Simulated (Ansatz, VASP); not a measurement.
**TiC in VASP and in Ansatz**

Contents of INCAR:

```
SYSTEM = TiC
ALGO = Normal
EDIFF = 1E-6
ENCUT = 520
GGA = PE
ISIF = 2
ISMEAR = 0
LASPH = .True.
LCHARG = .False.
LREAL = .False.
LWAVE = .False.
NBANDS = 15
NELM = 80
PREC = Accurate
SIGMA = 0.15
```

Contents of KPOINTS:

```
k-points
0
Gamma
  24 24 24
  0 0 0
```

File POSCAR:

```
TiC
1.0
    0.0000000000      2.0852192169      2.1664615241
    2.2477038313      0.0000000000      2.1664615241
    2.2477038313      2.0852192169      0.0000000000
Ti C
1 1
Direct
    0.0000000000      0.0000000000      0.0000000000
    0.5000000000      0.5000000000      0.5000000000
```

Input for Ansatz:

```yaml
crystal:
  lattice:
    - [0.0, 2.0852192169, 2.1664615241]
    - [2.2477038313, 0.0, 2.1664615241]
    - [2.2477038313, 2.0852192169, 0.0]
  atoms:
    - { symbol: Ti, position: [0.0, 0.0, 0.0] }
    - { symbol: C, position: [0.5, 0.5, 0.5] }
basis:
  ecutwfc: 420
kpoints:
  mp_grid: { grid: [24, 24, 24] }
hamiltonian:
  xc: pbe
scf:
  occupations: { method: gaussian, width: 0.15 }
output:
  forces: true
  stress: true
  eigenvalues: true
```

Change from the starting cell: strain +0.0375 x Voigt [1, -1, 0, 0, 0, 0], atoms carried along.

Alike in both runs: task single point; functional PBE; k mesh 24 × 24 × 24; occupations gaussian, width 0.15 eV; no spin polarisation.

```csv
,VASP,Ansatz
version,VASP 6.6.1,Ansatz 0.2.0
potentials or method,"VASP PAW PBE potentials, release 64 (Ti_sv, C), cutoff 520 eV","scalar-relativistic, plane waves, PAW"
valence electrons in the cell,16,16
```

|  | VASP | Ansatz | Ansatz less VASP |
| --- | --- | --- | --- |
| gap on the k mesh at the Fermi level (eV) | none | none | - |
| pressure (GPa) | 2.6 | 2.4 | -0.18 |
| traceless stress, the component that is largest in VASP (GPa) | 16.10 | 16.00 | -0.094 |

A gap of «none» marks a metal or a gap that the smearing closes.
